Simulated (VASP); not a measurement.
# Ir (Im-3m) in VASP: notebook, part 2 of 2

VASP 6.6.1. Earlier steps stand in the parts before.

**4. Single point, PBE**

This run uses another cell than the first one, of 14.22 Å³/atom.

INCAR

```
ALGO = Normal
EDIFF = 1E-6
ENCUT = 500
GGA = PE
GGA_COMPAT = False
ISIF = 2
ISMEAR = 1
LASPH = True
LCHARG = False
LREAL = False
LWAVE = False
NBANDS = 10
NELM = 120
PREC = Accurate
SIGMA = 0.1
```

KPOINTS

```
k-points
0
Gamma
  21 21 21
```

POSCAR

```
Ir
1.0
   -1.5261212466      1.5261212466      1.5261212466
    1.5261212466     -1.5261212466      1.5261212466
    1.5261212466      1.5261212466     -1.5261212466
Ir
1
Direct
    0.0000000000      0.0000000000      0.0000000000
```

Potentials or basis: VASP PAW PBE potentials, release 64 (Ir).

On the command line:

```sh
cat potpaw_PBE.64/Ir/POTCAR > POTCAR
mpirun -np 1 vasp_std > vasp.out
```

OUTCAR:

```text
EDIFF = 1E-6
   ENCUT = 500
   GGA = PE
   ISIF = 2
   ISMEAR = 1
   LASPH = True
   LREAL = False
   NELM = 120
   PREC = Accurate

 ion  position               nearest neighbor table
   1  0.000  0.000  0.000-

  LATTYP: Found a body centered cubic cell.
 ALAT       =     3.0522424932

  Lattice vectors:

 A1 = (  -1.5261212466,   1.5261212466,   1.5261212466)
 A2 = (   1.5261212466,  -1.5261212466,   1.5261212466)
 A3 = (   1.5261212466,   1.5261212466,  -1.5261212466)

Analysis of symmetry for initial positions (statically):
=====================================================================
 Subroutine PRICEL returns:
 Original cell was already a primitive cell.

 Routine SETGRP: Setting up the symmetry group for a
 body centered cubic supercell.

 Subroutine GETGRP returns: Found 48 space group operations
 (whereof 48 operations were pure point group operations)
 out of a pool of 48 trial point group operations.

The static configuration has the point symmetry O_h .

Analysis of symmetry for dynamics (positions and initial velocities):
=====================================================================
 Subroutine PRICEL returns:
 Original cell was already a primitive cell.

 Routine SETGRP: Setting up the symmetry group for a
 body centered cubic supercell.

 Subroutine GETGRP returns: Found 48 space group operations
 (whereof 48 operations were pure point group operations)
 out of a pool of 48 trial point group operations.

The dynamic configuration has the point symmetry O_h .

 Subroutine INISYM returns: Found 48 space group operations
 (whereof 48 operations are pure point group operations),
 and found     1 'primitive' translations

----------------------------------------------------------------------------------------

                                     Primitive cell

[... 111 lines left out ...]
  Thomas-Fermi vector in A             =   2.528098
   LORBIT       =      0    0 simple, 1 ext, 2 COOP (PROOUT), +10 PAW based schemes
   GGA     = PE    functional components
   LHFCALC =     F    Hartree Fock is set to
   AEXX    =    0.0000 exact exchange contribution
   IVDW    =     0    specifies the selected vdW correction
   LEPSILON=     F    determine dielectric tensor
   LRPA    =     F    only Hartree local field effects (RPA)
 non-spin polarized calculation
 Methfessel and Paxton  Order N= 1 SIGMA  =   0.10
  energy-cutoff  :      500.00
  volume of cell :       14.22
 maximum number of plane-waves:       372
   NGX =  9   NGY =  9   NGZ =  9

 number of electron       8.9999999 magnetization

 Free energy of the ion-electron system (eV)
  ---------------------------------------------------
  ext. energy  EPLUGINS =         0.00000000
  ---------------------------------------------------
  free energy    TOTEN  =        -8.15389448 eV

  energy without entropy =       -8.15070548  energy(sigma->0) =       -8.15283148

 E-fermi :  10.0723     XC(G=0): -13.9396

 val. band max:       10.0723201872   @ k =   0.2381   0.1905   0.1905
 cond. band min:      10.0727161981   @ k =   0.2857   0.0476   0.0000
 fundamental gap:      0.0003960109
 Fermi energy:        10.0723330202

 k-point     1 :       0.0000    0.0000    0.0000
  band No.  band energies     occupation
      1      -0.7370      2.00000
      2       6.3720      2.00000
      3       6.3720      2.00000
      4       6.3720      2.00000
      5       9.5115      2.00000
      6       9.5115      2.00000
      7      27.0315      0.00000
      8      27.0315      0.00000
      9      27.0315      0.00000
     10      38.2357      0.00000
[... 287 lines left out ...]
 k-point    24 :       0.1905    0.0952    0.0000
  band No.  band energies     occupation
      1       1.7369      2.00000
      2       5.4551      2.00000
      3       5.9157      2.00000
      4       8.7446      2.00000
      5       9.0530      2.00000
      6       9.8106      2.00135
      7      26.2276      0.00000
      8      26.9257      0.00000
      9      30.1030      0.00000
     10      31.6987      0.00000

 [... further k-points ...]

------------------------ aborting loop because EDIFF is reached ----------------------------------------

  FORCE on cell =-STRESS in cart. coord.  units (eV):
  Direction    XX          YY          ZZ          XY          YZ          ZX
  --------------------------------------------------------------------------------------
  -------------------------------------------------------------------------------------
  Total        1.8414313      1.8414313      1.8414313      0.0000000      0.0000000     -0.0000000
  in kB      207.5099835    207.5099835    207.5099835      0.0000000      0.0000000     -0.0000000
  external PRESSURE =     207.5099835 kB  Pullay stress =       0.0000000 kB

 VOLUME and BASIS-vectors are now :
 -----------------------------------------------------------------------------
  energy-cutoff  :      500.00
  volume of cell :       14.22
      direct lattice vectors                 reciprocal lattice vectors
    -1.526121247  1.526121247  1.526121247     0.000000000  0.327627966  0.327627966
     1.526121247 -1.526121247  1.526121247     0.327627966  0.000000000  0.327627966
     1.526121247  1.526121247 -1.526121247     0.327627966  0.327627966  0.000000000

 POSITION                                       TOTAL-FORCE (eV/Angst)
 -----------------------------------------------------------------------------------
      0.00000      0.00000      0.00000         0.000000     -0.000000      0.000000
 -----------------------------------------------------------------------------------
    total drift:                               -0.000000     -0.000000     -0.000000

  FREE ENERGIE OF THE ION-ELECTRON SYSTEM (eV)
  ---------------------------------------------------
  free  energy   TOTEN  =        -8.1538944791 eV

  energy  without entropy=       -8.1507054809  energy(sigma->0) =       -8.15283148
```

OSZICAR:

```text
N       E                     dE             d eps       ncg     rms          rms(c)
DAV:   1     0.469732645869E+02    0.46973E+02   -0.43120E+03  5784   0.797E+02
DAV:   2    -0.771389361513E+01   -0.54687E+02   -0.52193E+02  5898   0.193E+02
DAV:   3    -0.859004885861E+01   -0.87616E+00   -0.86941E+00  6520   0.294E+01
DAV:   4    -0.859874688677E+01   -0.86980E-02   -0.86955E-02  6538   0.279E+00
DAV:   5    -0.859892328557E+01   -0.17640E-03   -0.17639E-03  6616   0.385E-01    0.161E+01
DAV:   6    -0.823321788092E+01    0.36571E+00   -0.61538E-01  6392   0.953E+00    0.739E+00
DAV:   7    -0.815901428414E+01    0.74204E-01   -0.22977E-01  6638   0.531E+00    0.173E+00
DAV:   8    -0.815617346102E+01    0.28408E-02   -0.12113E-02  6300   0.160E+00    0.125E+00
DAV:   9    -0.815388677471E+01    0.22867E-02   -0.12990E-03  6274   0.527E-01    0.209E-02
DAV:  10    -0.815389238140E+01   -0.56067E-05   -0.48633E-06  6676   0.189E-02    0.145E-02
DAV:  11    -0.815389450597E+01   -0.21246E-05   -0.10401E-06  6032   0.111E-02    0.281E-04
DAV:  12    -0.815389447908E+01    0.26890E-07   -0.92188E-09  3176   0.869E-04
   1 F= -.81538945E+01 E0= -.81528315E+01  d E =-.318900E-02
```

It took 13 s on 1 thread of AMD EPYC 9R45 (Zen 5), shared host; peak memory 0.13 GiB.

What came out:

```
Free energy            : -8.1539 eV
Pressure               : 20.8 GPa
Band gap on the k mesh : zero (an odd number of electrons rules out a gap without spin polarisation)
```

Caveat: the cell stands under pressure; spin-orbit coupling is left out, which moves the levels of the heavy elements.

**5. Single point, PBE**

This run uses another cell than the first one, of 15.04 Å³/atom.

INCAR

```
ALGO     = Normal         # electronic algorithm
EDIFF    = 1E-6           # SCF threshold, eV
ENCUT    = 500            # plane-wave cutoff, eV
GGA      = PE             # functional
GGA_COMPAT= False        
ISIF     = 2              # what is computed and relaxed
ISMEAR   = 1              # smearing method
LASPH    = True           # aspherical terms in the spheres
LCHARG   = False          # write CHGCAR
LREAL    = False          # projectors in reciprocal space
LWAVE    = False          # write WAVECAR
NBANDS   = 10             # bands
NELM     = 120            # most SCF steps
PREC     = Accurate       # precision mode
SIGMA    = 0.1            # smearing width, eV
```

KPOINTS is that of step 4.

POSCAR

```
Ir
1.0
   -1.5550628207      1.5550628207      1.5550628207
    1.5550628207     -1.5550628207      1.5550628207
    1.5550628207      1.5550628207     -1.5550628207
Ir
1
Direct
    0.0000000000      0.0000000000      0.0000000000
```

Potentials or basis: VASP PAW PBE potentials, release 64 (Ir).

On the command line:

```sh
cat potpaw_PBE.64/Ir/POTCAR > POTCAR
mpirun -np 1 vasp_std > vasp.out
```

OUTCAR:

```text
EDIFF = 1E-6
   ENCUT = 500
   GGA = PE
   ISIF = 2
   ISMEAR = 1
   LASPH = True
   LREAL = False
   NELM = 120
   PREC = Accurate

 ion  position               nearest neighbor table
   1  0.000  0.000  0.000-

  LATTYP: Found a body centered cubic cell.
 ALAT       =     3.1101256414

  Lattice vectors:

 A1 = (  -1.5550628207,   1.5550628207,   1.5550628207)
 A2 = (   1.5550628207,  -1.5550628207,   1.5550628207)
 A3 = (   1.5550628207,   1.5550628207,  -1.5550628207)

Analysis of symmetry for initial positions (statically):
=====================================================================
 Subroutine PRICEL returns:
 Original cell was already a primitive cell.

 Routine SETGRP: Setting up the symmetry group for a
 body centered cubic supercell.

 Subroutine GETGRP returns: Found 48 space group operations
 (whereof 48 operations were pure point group operations)
 out of a pool of 48 trial point group operations.

The static configuration has the point symmetry O_h .

[... 161 lines left out ...]
 cond. band min:       9.1451669119   @ k =   0.2857   0.1905   0.0952
 fundamental gap:      0.0016448160
 Fermi energy:         9.1440261619

 k-point     1 :       0.0000    0.0000    0.0000
  band No.  band energies     occupation
      1      -1.0866      2.00000
      2       5.7489      2.00000
      3       5.7489      2.00000
      4       5.7489      2.00000
      5       8.6507      2.00000
      6       8.6507      2.00000
      7      26.0851      0.00000
      8      26.0851      0.00000
      9      26.0851      0.00000
     10      36.5740      0.00000
[... 287 lines left out ...]
 k-point    24 :       0.1905    0.0952    0.0000
  band No.  band energies     occupation
      1       1.2752      2.00000
      2       4.9133      2.00000
      3       5.3370      2.00000
      4       7.9535      2.00000
      5       8.2143      2.00000
      6       8.9146      2.00551
      7      24.8099      0.00000
      8      25.6523      0.00000
      9      28.8734      0.00000
     10      29.8985      0.00000

 [... further k-points ...]

------------------------ aborting loop because EDIFF is reached ----------------------------------------

  FORCE on cell =-STRESS in cart. coord.  units (eV):
  Direction    XX          YY          ZZ          XY          YZ          ZX
  --------------------------------------------------------------------------------------
  -------------------------------------------------------------------------------------
  Total        0.0446971      0.0446971      0.0446971     -0.0000000      0.0000000      0.0000000
  in kB        4.7608713      4.7608713      4.7608713     -0.0000000      0.0000000      0.0000000
  external PRESSURE =       4.7608713 kB  Pullay stress =       0.0000000 kB

 VOLUME and BASIS-vectors are now :
 -----------------------------------------------------------------------------
  energy-cutoff  :      500.00
  volume of cell :       15.04
      direct lattice vectors                 reciprocal lattice vectors
    -1.555062821  1.555062821  1.555062821     0.000000000  0.321530419  0.321530419
     1.555062821 -1.555062821  1.555062821     0.321530419  0.000000000  0.321530419
     1.555062821  1.555062821 -1.555062821     0.321530419  0.321530419  0.000000000

 POSITION                                       TOTAL-FORCE (eV/Angst)
 -----------------------------------------------------------------------------------
      0.00000      0.00000      0.00000         0.000000     -0.000000     -0.000000
 -----------------------------------------------------------------------------------
    total drift:                                0.000000     -0.000000      0.000000

  FREE ENERGIE OF THE ION-ELECTRON SYSTEM (eV)
  ---------------------------------------------------
  free  energy   TOTEN  =        -8.2060950583 eV

  energy  without entropy=       -8.2024934225  energy(sigma->0) =       -8.20489451
```

stdout:

```text
POSCAR found type information on POSCAR Ir
 POSCAR found :  1 types and       1 ions
 scaLAPACK will be used
 LDA part: xc-table for (Slater+PW92), standard interpolation
 POSCAR, INCAR and KPOINTS ok, starting setup
 FFT: planning ... GRIDC
 FFT: planning ... GRID_SOFT
 FFT: planning ... GRID
 WAVECAR not read
 entering main loop
```

It took 13 s on 1 thread of AMD EPYC 9R45 (Zen 5), shared host; peak memory 0.13 GiB.

What came out:

```yaml
Free_energy: -8.2061 eV
Pressure: 0.5 GPa
Band_gap_on_the_k_mesh: zero (an odd number of electrons rules out a gap without spin polarisation)
```

Caveat: spin-orbit coupling is left out, which moves the levels of the heavy elements.

**6. Relaxation of cell and atoms, PBE**

This run uses another cell than the first one, of 14.05 Å³/atom.

INCAR

```
ALGO = Normal
EDIFF = 1E-7
EDIFFG = -0.03
ENCUT = 500
GGA = PE
GGA_COMPAT = F
IBRION = 2
ISIF = 3
ISMEAR = 1
LASPH = T
LCHARG = F
LREAL = F
LWAVE = F
NELM = 120
NELMIN = 4
NSW = 60
PREC = Accurate
SIGMA = 0.1
```

KPOINTS is that of step 5.

POSCAR

```
Ir
1.0
   -1.5200000000      1.5200000000      1.5200000000
    1.5200000000     -1.5200000000      1.5200000000
    1.5200000000      1.5200000000     -1.5200000000
Ir
1
Direct
    0.0000000000      0.0000000000      0.0000000000
```

Potentials or basis: VASP PAW PBE potentials, release 64 (Ir).

On the command line:

```sh
cat potpaw_PBE.64/Ir/POTCAR > POTCAR
mpirun -np 1 vasp_std > vasp.out
```

Wall time 36 s (1 thread of AMD EPYC 9R45 (Zen 5), shared host); peak memory 0.13 GiB.

Results (log left out):

```yaml
Free_energy: -8.2054 eV
Relaxed_volume: 15.08 Å³/atom
Relaxed_cell: a = 2.696 Å, b = 2.696 Å, c = 2.696 Å, α = 109.47°, β = 109.47°, γ = 109.47°
Space_group_after_relaxing_to_0.1_Å: Im-3m (No. 229)
Pressure_after_relaxing: -0.3 GPa
Band_gap_on_the_k_mesh: zero (an odd number of electrons rules out a gap without spin polarisation)
```

Final structure:
```
Ir
1.0
    -1.55631    1.55631    1.55631
     1.55631   -1.55631    1.55631
     1.55631    1.55631   -1.55631
Ir
1
Direct
  0.00000 0.00000 0.00000
```

Levels at points of the mesh, in eV from the Fermi level:
```tsv
k point	band 1	band 2	band 3	band 4	band 5	band 6	band 7	band 8
(0.00, 0.00, 0.00)	-10.21	-3.38	-3.38	-3.38	-0.49	-0.49	16.94	16.94
```

Caveat: spin-orbit coupling is left out, which moves the levels of the heavy elements.

**7. Summary**

```csv
task,cell,gap on the mesh (eV),pressure (GPa)
single point,"a = 2.572 Å, angles 109.5°, 1 atom",none,61.5
single point,"a = 2.604 Å, angles 109.5°, 1 atom",none,41.1
single point,"a = 2.643 Å, angles 109.5°, 1 atom",none,20.8
single point,"a = 2.693 Å, angles 109.5°, 1 atom",none,0.5
relaxation of cell and atoms,"relaxed from a = 2.633 Å, angles 109.5°, 1 atom",none,-0.3
```

Alike in all rows: level PBE; potentials or basis VASP PAW PBE potentials, release 64 (Ir); no spin polarisation; k mesh 21 × 21 × 21; cutoff (eV) 500; smearing methfessel-paxton 0.1 eV.

Caveats: spin-orbit coupling is left out, which moves the levels of the heavy elements; the cell stands under pressure (at least some runs).

Total energies depend on the potentials used, so only differences within one code and one set of settings carry meaning.
